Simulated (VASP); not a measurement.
A run of VASP 6.6.1 is set up as follows.

File INCAR:

```
PREC = Accurate
ENCUT = 600
EDIFF = 1E-6
ISMEAR = -1
SIGMA = 0.02
LREAL = False
LASPH = True
NELM = 120
ALGO = Normal
ISIF = 2
LWAVE = False
LCHARG = False
GGA = PS
NBANDS = 18
GGA_COMPAT = False
```

Contents of KPOINTS:

```
Automatic mesh
0
Gamma
  6 6 6
```

The input POSCAR:

```
HfO2
1.0
    0.0000000000      2.5219241702      2.5219241702
    2.5219241702      0.0000000000      2.5219241702
    2.5219241702      2.5219241702      0.0000000000
Hf O
1 2
Direct
    0.0000000000      0.0000000000      0.0000000000
    0.2500000000      0.2500000000      0.2500000000
    0.7500000000      0.7500000000      0.7500000000
```

Potentials or basis: VASP PAW PBE potentials, release 64 (Hf_pv, O).

Launch:

```sh
$ cat potpaw_PBE.64/Hf_pv/POTCAR potpaw_PBE.64/O/POTCAR > POTCAR
$ mpirun -np 1 vasp_std > vasp.out
```

**Question.** What does it give for the pressure?

**Answer.** -3.9 GPa.

**Question.** What does it give for the band gap on the k mesh?

**Answer.** 3.71 eV, direct.

Caveat: the PAW data sets were made with another functional, which shifts forces and pressure a little; spin-orbit coupling is left out, which moves the levels of the heavy elements. Expect the measured gap to be larger: semilocal functionals such as PBEsol lack the derivative discontinuity.
